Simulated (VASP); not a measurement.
# InP (I-4m2) in VASP: further runs, part 2 of 2

VASP 6.6.1.

**3. Relaxation of the atoms, PBEsol (strained cell)**

File INCAR:

```
SYSTEM = InP
PREC = Accurate ; ENCUT = 450
EDIFF = 1E-7 ; ISMEAR = 0
SIGMA = 0.02 ; LREAL = .False.
LASPH = .True. ; NELM = 120
ALGO = Normal ; ISIF = 2
LWAVE = .False. ; LCHARG = .False.
GGA = PS ; IBRION = 2
NSW = 60 ; EDIFFG = -0.002
GGA_COMPAT = .False. ; NELMIN = 4
```

File KPOINTS:

```
Automatic mesh
0
Gamma
  10 10 10
  0 0 0
```

File POSCAR:

```
InP
1.0
    0.0000000000      2.9498255907      2.9097962395
    2.9498255907      0.0000000000      2.9097962395
    2.9498255907      2.9498255907      0.0000000000
In P
1 1
Direct
    0.0000000000      0.0000000000      0.0000000000
    0.2500000000      0.2500000000      0.2500000000
```

Potentials or basis: VASP PAW PBE potentials, release 64 (In_d, P).

Run with:

```
$ cat potpaw_PBE.64/In_d/POTCAR potpaw_PBE.64/P/POTCAR > POTCAR
$ mpirun -np 1 vasp_std > vasp.out
```

OUTCAR:

```text
SYSTEM = InP
   PREC = Accurate
   ENCUT = 450
   EDIFF = 1E-7
   ISMEAR = 0
   LREAL = .False.
   LASPH = .True.
   NELM = 120
   ISIF = 2
   GGA = PS
   IBRION = 2
   NSW = 60
   EDIFFG = -0.002
   NELMIN = 4

 ion  position               nearest neighbor table
   1  0.000  0.000  0.000-   2 2.54   2 2.54   2 2.54   2 2.54
   2  0.250  0.250  0.250-   1 2.54   1 2.54   1 2.54   1 2.54

  LATTYP: Found a body centered tetragonal cell.
 ALAT       =     4.1716833570
 C/A-ratio  =     1.3950225798

  Lattice vectors:

 A1 = (   0.0000000000,  -2.9498255907,  -2.9097962395)
 A2 = (   0.0000000000,   2.9498255907,  -2.9097962395)
 A3 = (   2.9498255907,   0.0000000000,   2.9097962395)

Analysis of symmetry for initial positions (statically):
=====================================================================
 Subroutine PRICEL returns:
 Original cell was already a primitive cell.

 Routine SETGRP: Setting up the symmetry group for a
 body centered tetragonal supercell.

 Subroutine GETGRP returns: Found  8 space group operations
 (whereof  8 operations were pure point group operations)
 out of a pool of 16 trial point group operations.

The static configuration has the point symmetry D_2d.

Analysis of symmetry for dynamics (positions and initial velocities):
=====================================================================
 Subroutine PRICEL returns:
 Original cell was already a primitive cell.

 Routine SETGRP: Setting up the symmetry group for a
 body centered tetragonal supercell.

 Subroutine GETGRP returns: Found  8 space group operations
 (whereof  8 operations were pure point group operations)
 out of a pool of 16 trial point group operations.

The dynamic configuration has the point symmetry D_2d.

 Subroutine INISYM returns: Found  8 space group operations
 (whereof  8 operations are pure point group operations),
 and found     1 'primitive' translations

----------------------------------------------------------------------------------------

                                     Primitive cell

  volume of cell :      50.6390

  direct lattice vectors                    reciprocal lattice vectors
     0.000000000  2.949825591  2.909796239    -0.169501547  0.169501547  0.171833338
     2.949825591  0.000000000  2.909796239     0.169501547 -0.169501547  0.171833338
     2.949825591  2.949825591  0.000000000     0.169501547  0.169501547 -0.171833338

  length of vectors
     4.143475012  4.143475012  4.171683357     0.294937696  0.294937696  0.294937696

  position of ions in fractional coordinates (direct lattice)
     0.000000000  0.000000000  0.000000000
     0.250000000  0.250000000  0.250000000

  ion indices of the primitive-cell ions
   primitive index   ion index
                 1           1
                 2           2

----------------------------------------------------------------------------------------

[... 31 lines left out ...]
  0.500000  0.000000  0.000000      4.000000
[... 16 lines left out ...]
  0.300000  0.300000  0.000000      2.000000
  0.400000  0.300000  0.000000      8.000000
 [... further k-points ...]
   k-points           NKPTS =    102   k-points in BZ     NKDIM =    102   number of bands    NBANDS=     13
   number of dos      NEDOS =    301   number of ions     NIONS =      2
   total plane-waves  NPLWV =  27000
   dimension x,y,z NGX =    30 NGY =   30 NGZ =   30
   dimension x,y,z NGXF=    60 NGYF=   60 NGZF=   60
   ions per type =               1   1
   NGX,Y,Z   is equivalent  to a cutoff of  12.04, 12.04, 11.96 a.u.
   NGXF,Y,Z  is equivalent  to a cutoff of  24.07, 24.07, 23.91 a.u.
 SYSTEM =  InP
   PREC   = accura    normal or accurate (medium, high low for compatibility)
   ISTART =      0    job   : 0-new  1-cont  2-samecut
   ICHARG =      2    charge: 1-file 2-atom 10-const
   ISPIN  =      1    spin polarized calculation?
   LNONCOLLINEAR =      F non collinear calculations
   LSORBIT =      F    spin-orbit coupling
   LASPH  =      T    aspherical Exc in radial PAW
   ENCUT  =  450.0 eV  33.07 Ry    5.75 a.u.   7.17  7.17  7.22*2*pi/ulx,y,z
   NELM   =    120;   NELMIN=  4; NELMDL= -5     # of ELM steps
   EDIFF  = 0.1E-06   stopping-criterion for ELM
   LREAL  =      F    real-space projection
   EDIFFG = -.2E-02   stopping-criterion for IOM
   NSW    =     60    number of steps for IOM
   IBRION =      2    ionic relax: 0-MD 1-quasi-New 2-CG
   NFREE  =      1    steps in history (QN), initial steepest desc. (CG)
   ISIF   =      2    stress and relaxation
   ISYM   =      2    0-nonsym 1-usesym 2-fastsym
   POTIM  = 0.5000    time-step for ionic-motion
   TEBEG  =    0.0;   TEEND  =   0.0 temperature during run
   PSTRESS=    0.0 pullay stress
   NELECT =      18.0000    total number of electrons
   NUPDOWN=      -1.0000    fix difference up-down
   EMIN   =  10.00;   EMAX   =-10.00  energy-range for DOS
   EFERMI =   0.00;   METHOD = LEGACY
   ISMEAR =     0;   SIGMA  =   0.02  broadening in eV -4-tet -1-fermi 0-gaus
   EFERMI_NEDOS =   21; number of points for ismear=-14 and -15
   IALGO  =     38    algorithm
   IMIX   =      4    mixing-type and parameters
     AMIX     =   0.40;   BMIX     =  1.00
     AMIX_MAG =   1.60;   BMIX_MAG =  1.00
  volume/ion in A,a.u.               =      25.32       170.86
  Fermi-wavevector in a.u.,A,eV,Ry     =   1.159678  2.191473 18.297822  1.344852
  Thomas-Fermi vector in A             =   2.296268
   LORBIT       =      0    0 simple, 1 ext, 2 COOP (PROOUT), +10 PAW based schemes
   GGA     = PS    functional components
   LHFCALC =     F    Hartree Fock is set to
   AEXX    =    0.0000 exact exchange contribution
   IVDW    =     0    specifies the selected vdW correction
   LEPSILON=     F    determine dielectric tensor
   LRPA    =     F    only Hartree local field effects (RPA)
 conjugate gradient relaxation of ions
 non-spin polarized calculation
 Gauss-broadening in eV      SIGMA  =   0.02
  energy-cutoff  :      450.00
  volume of cell :       50.64
 maximum number of plane-waves:      1112
 NGX is ok and might be reduce to    30
   NGX = 15   NGY = 15   NGZ = 15

 number of electron      18.0000005 magnetization

 Free energy of the ion-electron system (eV)
  ---------------------------------------------------
  ext. energy  EPLUGINS =         0.00000000
  ---------------------------------------------------
  free energy    TOTEN  =        -9.15588202 eV

  energy without entropy =       -9.15588202  energy(sigma->0) =       -9.15588202

 E-fermi :   5.1508     XC(G=0):  -9.4528

 val. band max:        5.0670057196   @ k =   0.0000   0.0000   0.0000
 cond. band min:       5.6069310620   @ k =   0.0000   0.0000   0.0000
 fundamental gap:      0.5399253423
 Fermi energy:         5.1508118916

 k-point     1 :       0.0000    0.0000    0.0000
  band No.  band energies     occupation
      1      -9.1133      2.00000
      2      -9.1133      2.00000
      3      -9.1076      2.00000
      4      -8.9606      2.00000
      5      -8.9593      2.00000
      6      -6.4809      2.00000
      7       5.0038      2.00000
      8       5.0038      2.00000
      9       5.0670      2.00000
     10       5.6069      0.00000
     11       9.0293      0.00000
     12       9.0499      0.00000
     13       9.0499      0.00000
[... 354 lines left out ...]
  band No.  band energies     occupation
      1      -9.2598      2.00000
      2      -9.0358      2.00000
      3      -9.0328      2.00000
      4      -8.9980      2.00000
      5      -8.9312      2.00000
      6      -4.7853      2.00000
      7       0.2999      2.00000
      8       2.7916      2.00000
      9       3.0461      2.00000
     10       7.1108      0.00000
     11       7.9259      0.00000
     12      11.8038      0.00000
     13      12.4314      0.00000

 [... further k-points ...]

------------------------ aborting loop because EDIFF is reached ----------------------------------------

  FORCE on cell =-STRESS in cart. coord.  units (eV):
  Direction    XX          YY          ZZ          XY          YZ          ZX
  --------------------------------------------------------------------------------------
  -------------------------------------------------------------------------------------
  Total        0.0078599      0.0078599      0.1833867      0.0000000      0.0000000      0.0000000
  in kB        0.2486823      0.2486823      5.8022063      0.0000000      0.0000000      0.0000000
  external PRESSURE =       2.0998569 kB  Pullay stress =       0.0000000 kB

 VOLUME and BASIS-vectors are now :
 -----------------------------------------------------------------------------
  energy-cutoff  :      450.00
  volume of cell :       50.64
      direct lattice vectors                 reciprocal lattice vectors
     0.000000000  2.949825591  2.909796239    -0.169501547  0.169501547  0.171833338
     2.949825591  0.000000000  2.909796239     0.169501547 -0.169501547  0.171833338
     2.949825591  2.949825591  0.000000000     0.169501547  0.169501547 -0.171833338

 POSITION                                       TOTAL-FORCE (eV/Angst)
 -----------------------------------------------------------------------------------
      0.00000      0.00000      0.00000        -0.000000     -0.000000     -0.000000
      1.47491      1.47491      1.45490         0.000000      0.000000      0.000000
 -----------------------------------------------------------------------------------
    total drift:                                0.000000      0.000000      0.000000

  FREE ENERGIE OF THE ION-ELECTRON SYSTEM (eV)
  ---------------------------------------------------
  free  energy   TOTEN  =        -9.1558820201 eV

  energy  without entropy=       -9.1558820201  energy(sigma->0) =       -9.15588202

 reached required accuracy - stopping structural energy minimisation
```

OSZICAR:

```text
N       E                     dE             d eps       ncg     rms          rms(c)
DAV:   1     0.109066599943E+03    0.10907E+03   -0.79242E+03  2662   0.138E+03
DAV:   2    -0.183023461799E+01   -0.11090E+03   -0.10750E+03  2817   0.315E+02
DAV:   3    -0.934700706361E+01   -0.75168E+01   -0.74515E+01  3417   0.876E+01
DAV:   4    -0.954891735499E+01   -0.20191E+00   -0.20177E+00  3197   0.160E+01
DAV:   5    -0.955825610548E+01   -0.93388E-02   -0.93384E-02  3895   0.297E+00    0.542E+00
DAV:   6    -0.919138031831E+01    0.36688E+00   -0.69497E-01  3939   0.164E+01    0.322E+00
DAV:   7    -0.915846611220E+01    0.32914E-01   -0.17199E-01  3638   0.411E+00    0.110E+00
DAV:   8    -0.915567393839E+01    0.27922E-02   -0.15444E-02  3469   0.179E+00    0.352E-01
DAV:   9    -0.915583728354E+01   -0.16335E-03   -0.16806E-03  3397   0.648E-01    0.169E-01
DAV:  10    -0.915585923907E+01   -0.21956E-04   -0.16987E-04  3520   0.111E-01    0.115E-01
DAV:  11    -0.915588021569E+01   -0.20977E-04   -0.22796E-05  3148   0.483E-02    0.246E-02
DAV:  12    -0.915588194000E+01   -0.17243E-05   -0.16138E-05  3424   0.846E-02    0.170E-02
DAV:  13    -0.915588192938E+01    0.10617E-07   -0.10455E-06  3364   0.108E-02    0.139E-02
DAV:  14    -0.915588202014E+01   -0.90766E-07   -0.49916E-07  3192   0.809E-03
   1 F= -.91558820E+01 E0= -.91558820E+01  d E =-.915588E+01
```

CONTCAR:

```text
InP
   1.00000000000000
     0.0000000000000000    2.9498255907000002    2.9097962394999999
     2.9498255907000002    0.0000000000000000    2.9097962394999999
     2.9498255907000002    2.9498255907000002    0.0000000000000000
  In              P
     1     1
Direct
     0.0000000000000000    0.0000000000000000    0.0000000000000000
     0.2500000000000000    0.2500000000000000    0.2500000000000000

  0.00000000E+00  0.00000000E+00  0.00000000E+00
  0.00000000E+00  0.00000000E+00  0.00000000E+00
```

Wall time 57 s (1 thread of Intel Xeon Platinum 8259CL at 2.50GHz (Skylake/Cascade Lake), shared host); peak memory 0.21 GiB.

Results:

```yaml
Free_energy: -9.1559 eV
Pressure_after_relaxing: 0.2 GPa
Band_gap_on_the_k_mesh: 0.54 eV
```

Final structure:
```yaml
crystal:
  lattice:
    - [0.00000, 2.94983, 2.90980]
    - [2.94983, 0.00000, 2.90980]
    - [2.94983, 2.94983, 0.00000]
  atoms:
    - { symbol: In, position: [0.00000, 0.00000, 0.00000] }
    - { symbol: P, position: [0.25000, 0.25000, 0.25000] }
```

Levels at points of the mesh, in eV from the valence-band top:
| k point | band 6 | band 7 | band 8 | band 9 | band 10 | band 11 | band 12 | band 13 |
| --- | --- | --- | --- | --- | --- | --- | --- | --- |
| (0.00, 0.00, 0.00) | -11.55 | -0.06 | -0.06 | 0.00 | 0.54 | 3.96 | 3.98 | 3.98 |
| (0.50, 0.00, 0.00) | -9.82 | -5.81 | -1.06 | -0.97 | 1.34 | 4.65 | 4.74 | 6.90 |
| (0.50, 0.50, 0.00) | -9.13 | -5.77 | -2.43 | -2.43 | 1.55 | 2.04 | 9.10 | 9.44 |
| (0.50, 0.00, 0.50) | -9.18 | -5.86 | -2.35 | -2.34 | 1.63 | 2.17 | 8.97 | 9.46 |

Caveat: the cell differs from its parent crystal (strained cell); the relaxation stopped at its first step, so nothing moved; the PAW data sets were made with another functional, which shifts forces and pressure a little; spin-orbit coupling is left out, which moves the levels of the heavy elements.
